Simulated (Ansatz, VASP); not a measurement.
## One calculation of TiO2, two programs

```xyz
12
Lattice="-4.3489 4.3489 1.8809 4.3489 -4.3489 1.8809 4.3489 4.3489 -1.8809" Properties=species:S:1:pos:R:3 pbc="T T T"
Ti    0.0113    2.5323    0.0000
Ti    6.1655    0.0113    0.0000
Ti   -1.8166    4.3376    1.8809
Ti    4.3376    1.8166    1.8809
O     1.3150    4.3444    0.0000
O     2.9591   -2.9526    1.8809
O     4.3534    1.3150    0.0000
O     1.3963    1.3898    0.0000
O     2.9526    2.9591    1.8809
O    -0.0045    3.0339    1.8809
O     1.3898    7.3015    0.0000
O     3.0339    0.0045    1.8809
```

Alike in both runs: functional r2SCAN; k mesh 8 × 8 × 8; occupations gaussian, width 0.02 eV; no spin polarisation.

Ansatz relaxed the structure, and its values are those at the end. VASP's run is a single point on that final structure, the one shown.

```csv
,VASP,Ansatz
version,VASP 6.6.1,Ansatz 0.2.0
potentials or method,"VASP PAW PBE potentials, release 64 (Ti_sv, O), cutoff 520 eV","scalar-relativistic, plane waves, PAW"
valence electrons in the cell,96,96
```

Ansatz gave:

```
gap on the k mesh at the Fermi level (eV) : 2.09
least direct gap on the mesh (eV)         : 2.79
pressure (GPa)                            : 0.0
rms of the force components (eV/Å)        : 0.001
```

Question: What did VASP give for the same quantities?

Answer: gap on the k mesh at the Fermi level (eV): 2.10; least direct gap on the mesh (eV): 2.80; pressure (GPa): 1.1; rms of the force components (eV/Å): 0.048.

VASP's potentials were made for PBE, not for r2SCAN.
